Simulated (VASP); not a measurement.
Runs of VASP 6.6.1 on SiC. The structure is that of space group P6_3mc (No. 186), or close to it. The cells are those of the table. 

```csv
level,cell,smearing,gap on the mesh (eV),pressure (GPa),largest force (eV/Å)
r2SCAN,"a = 3.034, b = 3.065, c = 5.048 Å, angles 90.0, 90.0, 119.7°, 4 atoms",gaussian 0.01 eV,(b),3.0,-
r2SCAN,"a = 3.075, b = 3.075, c = 4.923 Å, angles 90.0, 90.0, 120.0°, 4 atoms",gaussian 0.01 eV,2.69,(a),-
PBE,"a = 3.075, b = 3.075, c = 4.923 Å, angles 90.0, 90.0, 120.0°, 4 atoms",fermi-dirac 0.02 eV,(c),9.4,0.03
PBE,"a = 3.034, b = 3.065, c = 5.048 Å, angles 90.0, 90.0, 119.7°, 4 atoms",fermi-dirac 0.02 eV,2.14,6.6,0.01
```

Alike in all rows: task single point; potentials or basis VASP PAW PBE potentials, release 64 (Si, C); no spin polarisation; k mesh 12 × 12 × 6; cutoff (eV) 520.

**Question.** Fill in the values left out.

**Answer.** (a) 5.7; (b) 2.52; (c) 2.29.

Caveats: the PAW data sets were made with another functional, which shifts forces and pressure a little (some runs).

A k mesh can miss the band edges.
